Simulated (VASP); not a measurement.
# SiAgRu3 (Pm-3m) in VASP: notebook, part 2 of 2

VASP 6.6.1. Earlier steps stand in the parts before.

### Step 3. Relaxation of cell and atoms, PBE

This run uses another cell than the first one, of 13.90 Å³/atom, 0.817 times its volume.

File INCAR:

```
PREC     = Accurate       # precision mode
ENCUT    = 600            # plane-wave cutoff, eV
EDIFF    = 1E-6           # SCF threshold, eV
ISMEAR   = 0              # smearing method
SIGMA    = 0.1            # smearing width, eV
LREAL    = False          # projectors in reciprocal space
LASPH    = True           # aspherical terms in the spheres
NELM     = 100            # most SCF steps
ALGO     = Fast           # electronic algorithm
ISIF     = 3              # what is computed and relaxed
LWAVE    = False          # write WAVECAR
LCHARG   = False          # write CHGCAR
GGA      = PE             # functional
IBRION   = 2              # ionic algorithm
NSW      = 90             # ionic steps
EDIFFG   = -0.04          # ionic threshold
```

File KPOINTS:

```
Automatic mesh
0
Gamma
  4 4 4
```

File POSCAR:

```
SiAgRu3
1.0
    4.1118762463      0.0000000000      0.0000000000
    0.0000000000      4.1118762463      0.0000000000
    0.0000000000      0.0000000000      4.1118762463
Si Ag Ru
1 1 3
Direct
    0.5000000000      0.5000000000      0.5000000000
    0.0000000000      0.0000000000      0.0000000000
    0.0000000000      0.5000000000      0.5000000000
    0.5000000000      0.0000000000      0.5000000000
    0.5000000000      0.5000000000      0.0000000000
```

Potentials or basis: VASP PAW PBE potentials, release 64 (Si, Ag, Ru_pv).

The run is started by

```sh
> cat potpaw_PBE.64/Si/POTCAR potpaw_PBE.64/Ag/POTCAR potpaw_PBE.64/Ru_pv/POTCAR > POTCAR
> mpirun -np 1 vasp_std > vasp.out
```

OUTCAR:

```text
PREC = Accurate
   ENCUT = 600
   EDIFF = 1E-6
   ISMEAR = 0
   LREAL = False
   LASPH = True
   NELM = 100
   ISIF = 3
   GGA = PE
   IBRION = 2
   NSW = 90
   EDIFFG = -0.04

 ion  position               nearest neighbor table
   1  0.500  0.500  0.500-   3 2.06   4 2.06   5 2.06   5 2.06   4 2.06   3 2.06
   2  0.000  0.000  0.000-   3 2.91   4 2.91   5 2.91   3 2.91   4 2.91   3 2.91   5 2.91   3 2.91
                             4 2.91   5 2.91   4 2.91   5 2.91
   3  0.000  0.500  0.500-   1 2.06   1 2.06   4 2.91   5 2.91   2 2.91   5 2.91   2 2.91   4 2.91
                             2 2.91   2 2.91   4 2.91   5 2.91   5 2.91   4 2.91
   4  0.500  0.000  0.500-   1 2.06   1 2.06   3 2.91   5 2.91   2 2.91   5 2.91   2 2.91   3 2.91
                             5 2.91   5 2.91   2 2.91   3 2.91   2 2.91   3 2.91
   5  0.500  0.500  0.000-   1 2.06   1 2.06   3 2.91   4 2.91   2 2.91   3 2.91   4 2.91   2 2.91
                             4 2.91   4 2.91   2 2.91   3 2.91   3 2.91   2 2.91

  LATTYP: Found a simple cubic cell.
 ALAT       =     4.1118762463

  Lattice vectors:

 A1 = (   4.1118762463,   0.0000000000,   0.0000000000)
 A2 = (   0.0000000000,   4.1118762463,   0.0000000000)
 A3 = (   0.0000000000,   0.0000000000,   4.1118762463)

Analysis of symmetry for initial positions (statically):
=====================================================================
 Subroutine PRICEL returns:
 Original cell was already a primitive cell.

 Routine SETGRP: Setting up the symmetry group for a
 simple cubic supercell.

[... 148 lines left out ...]
   NGX = 17   NGY = 17   NGZ = 17

--------------------------------------- Ionic step        1  -------------------------------------------

 number of electron      57.0000019 magnetization

 Free energy of the ion-electron system (eV)
  ---------------------------------------------------
  ext. energy  EPLUGINS =         0.00000000
  ---------------------------------------------------
  free energy    TOTEN  =       -29.67774811 eV

  energy without entropy =      -29.61440711  energy(sigma->0) =      -29.64607761

 E-fermi :  11.0562     XC(G=0): -13.1469

 val. band max:       11.0467775818   @ k =   0.5000   0.5000   0.5000
 cond. band min:      11.0976052249   @ k =   0.5000   0.2500   0.2500
 fundamental gap:      0.0508276431
 Fermi energy:        11.0561907858

 k-point     1 :       0.0000    0.0000    0.0000
  band No.  band energies     occupation
      1     -31.9550      2.00000
      2     -31.9550      2.00000
      3     -31.9550      2.00000
      4     -31.2856      2.00000
      5     -31.2856      2.00000
      6     -31.2856      2.00000
[... 514 lines left out ...]
--------------------------------------- Ionic step        5  -------------------------------------------

 number of electron      57.0000011 magnetization

 Free energy of the ion-electron system (eV)
  ---------------------------------------------------
  ext. energy  EPLUGINS =         0.00000000
  ---------------------------------------------------
  free energy    TOTEN  =       -31.56711791 eV

  energy without entropy =      -31.49447620  energy(sigma->0) =      -31.53079705

 E-fermi :   8.0050     XC(G=0): -11.9883

 val. band max:        7.9998167477   @ k =   0.0000   0.0000   0.0000
 cond. band min:       8.0408410770   @ k =   0.5000   0.2500   0.0000
 fundamental gap:      0.0410243293
 Fermi energy:         8.0050459127

 k-point     1 :       0.0000    0.0000    0.0000
  band No.  band energies     occupation
      1     -34.4790      2.00000
      2     -34.4790      2.00000
      3     -34.4790      2.00000
      4     -34.1162      2.00000
      5     -34.1162      2.00000
      6     -34.1162      2.00000
[... 391 lines left out ...]
  FREE ENERGIE OF THE ION-ELECTRON SYSTEM (eV)
  ---------------------------------------------------
  free  energy   TOTEN  =       -31.5671179058 eV

  energy  without entropy=      -31.4944762014  energy(sigma->0) =      -31.53079705

 reached required accuracy - stopping structural energy minimisation
```

OSZICAR:

```text
N       E                     dE             d eps       ncg     rms          rms(c)
DAV:   1     0.672001367271E+03    0.67200E+03   -0.36236E+04   688   0.196E+03
DAV:   2    -0.933130797926E+01   -0.68133E+03   -0.67062E+03   726   0.545E+02
DAV:   3    -0.338801455839E+02   -0.24549E+02   -0.23721E+02   752   0.103E+02
[... 76 lines left out ...]
RMM:   5    -0.315669754906E+02   -0.85333E-04   -0.29276E-03   681   0.305E-01    0.105E-01
RMM:   6    -0.315670986237E+02   -0.12313E-03   -0.61985E-04   688   0.134E-01    0.344E-02
RMM:   7    -0.315671151014E+02   -0.16478E-04   -0.13199E-04   690   0.544E-02    0.176E-02
RMM:   8    -0.315671182519E+02   -0.31505E-05   -0.25212E-05   666   0.298E-02    0.617E-03
RMM:   9    -0.315671179058E+02    0.34608E-06   -0.64745E-06   502   0.127E-02
   5 F= -.31567118E+02 E0= -.31530797E+02  d E =-.188937E+01
```

It took 1.9 min on 1 thread of Intel Xeon Platinum 8488C (Sapphire Rapids), shared host; peak memory 0.22 GiB.

What came out:

| Item | Value |
| --- | --- |
| Free energy | -31.5671 eV |
| Relaxed volume | 17.05 Å³/atom |
| Relaxed cell | a = 4.401 Å, b = 4.401 Å, c = 4.401 Å, α = 90.00°, β = 90.00°, γ = 90.00° |
| Space group after relaxing (to 0.05 Å) | Pm-3m (No. 221) |
| Energy gained by relaxing | 377.9 meV/atom |
| Ionic steps | 5 |
| Pressure after relaxing | -0.1 GPa |

The path:
```
step  energy change (eV)  largest force (eV/Å)  pressure (GPa)  volume (Å³)
   1              0.0000                0.0000           46.46        69.52
   2              2.2337                0.0000          -20.18       118.49
   3             -1.8516                0.0000            2.50        83.81
   4             -1.8829                0.0000           -1.83        86.31
   5             -1.8894                0.0000           -0.08        85.23
```

Final structure:
```yaml
crystal:
  lattice:
    - [4.40084, 0.00000, 0.00000]
    - [0.00000, 4.40084, 0.00000]
    - [0.00000, 0.00000, 4.40084]
  atoms:
    - { symbol: Si, position: [0.50000, 0.50000, 0.50000] }
    - { symbol: Ag, position: [0.00000, 0.00000, 0.00000] }
    - { symbol: Ru, position: [0.00000, 0.50000, 0.50000] }
    - { symbol: Ru, position: [0.50000, 0.00000, 0.50000] }
    - { symbol: Ru, position: [0.50000, 0.50000, 0.00000] }
```

Levels at points of the mesh, in eV from the Fermi level:
```
           k point  band 26  band 27  band 28  band 29  band 30  band 31  band 32  band 33
(0.00, 0.00, 0.00)    -0.57    -0.01    -0.01    -0.01     0.76     0.76     0.76     0.85
(0.50, 0.00, 0.00)    -0.80    -0.57    -0.57    -0.12    -0.11     0.76     2.98     2.98
(0.50, 0.50, 0.00)    -1.43    -0.62    -0.62    -0.04     0.05     1.41     1.65     1.65
(0.50, 0.50, 0.50)     0.18     0.47     0.47     0.47     0.65     0.65     0.65     4.02
```

Caveat: the k points lie up to 0.36 Å⁻¹ apart in the final cell; the volume moved by over 15 % at a fixed basis, so the end points are rough.
